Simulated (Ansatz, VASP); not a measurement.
One calculation of ZnSe, two programs

The input POSCAR:

```
ZnSe
1.0
    0.0000000000      2.7191238570      2.7191238570
    2.7191238570      0.0000000000      2.7191238570
    2.7191238570      2.7191238570      0.0000000000
Zn Se
1 1
Direct
    0.0000000000      0.0000000000      0.0000000000
    0.2500000000      0.2500000000      0.2500000000
```

File INCAR.step1:

```
PREC = Accurate
ENCUT = 520
ISMEAR = 0
SIGMA = 0.01
LREAL = F
LASPH = T
NELM = 150
LNONCOLLINEAR = T
MAGMOM = 0 0 0 0 0 0
LSORBIT = T
GGA_COMPAT = F
NBANDS = 30
GGA = PE
ALGO = Normal
EDIFF = 1E-4
LWAVE = T
LCHARG = F
```

INCAR.step2

```
PREC = Accurate
ENCUT = 520
EDIFF = 1E-6
ISMEAR = 0
SIGMA = 0.01
LREAL = F
LASPH = T
NELM = 150
ALGO = Normal
ISIF = 2
LWAVE = F
LCHARG = F
LNONCOLLINEAR = T
MAGMOM = 0 0 0 0 0 0
LORBIT = 11
LSORBIT = T
GGA_COMPAT = F
LORBMOM = T
METAGGA = R2SCAN
LMIXTAU = T
NBANDS = 30
ISTART = 1
```

Contents of KPOINTS:

```
Automatic mesh
0
Gamma
  8 8 8
```

Input for Ansatz:

```yaml
crystal:
  lattice:
    - [0.0, 2.719123857, 2.719123857]
    - [2.719123857, 0.0, 2.719123857]
    - [2.719123857, 2.719123857, 0.0]
  atoms:
    - { symbol: Zn, position: [0.0, 0.0, 0.0] }
    - { symbol: Se, position: [0.25, 0.25, 0.25] }
kpoints:
  mp_grid: { grid: [8, 8, 8] }
  band_path:
    path:
      - [0.0, 0.0, 0.0]
      - [-0.5, -0.5, 0.0]
      - [-0.375, -0.375, 0.25]
      - [-0.375, 0.0, 0.375]
      - [0.0, 0.0, 0.5]
      - [-0.5, -0.25, 0.25]
    npoints: 1
hamiltonian:
  xc: r2scan
scf:
  occupations: { method: fixed }
  n_extra_bands: 8
magnetization:
  noncollinear: true
  spin_orbit: true
output:
  forces: true
  stress: true
  eigenvalues: true
```

Change from the starting cell: hydrostatic strain -4.0%.

Alike in both runs: task single point; functional r2SCAN; k mesh 8 × 8 × 8; non-collinear spin, spin-orbit coupling.

|  | VASP | Ansatz |
| --- | --- | --- |
| version | VASP 6.6.1 | Ansatz 0.2.0 |
| potentials or method | VASP PAW PBE potentials, release 64 (Zn, Se) | plane waves, PAW |
| plane-wave cutoff (eV) | 520 | 500 |
| occupations | gaussian, width 0.01 eV | fixed |
| valence electrons in the cell | 18 | 28 |

```csv
,VASP,Ansatz,Ansatz less VASP
pressure (GPa),10.8,10.5,-0.27
net moment per atom (μB),0.00,0.00,0.000
```

VASP's potentials were made for PBE, not for r2SCAN. VASP's potentials hold 18 valence electrons a cell and Ansatz's 28, so a difference there can come from the potentials and not from the codes.
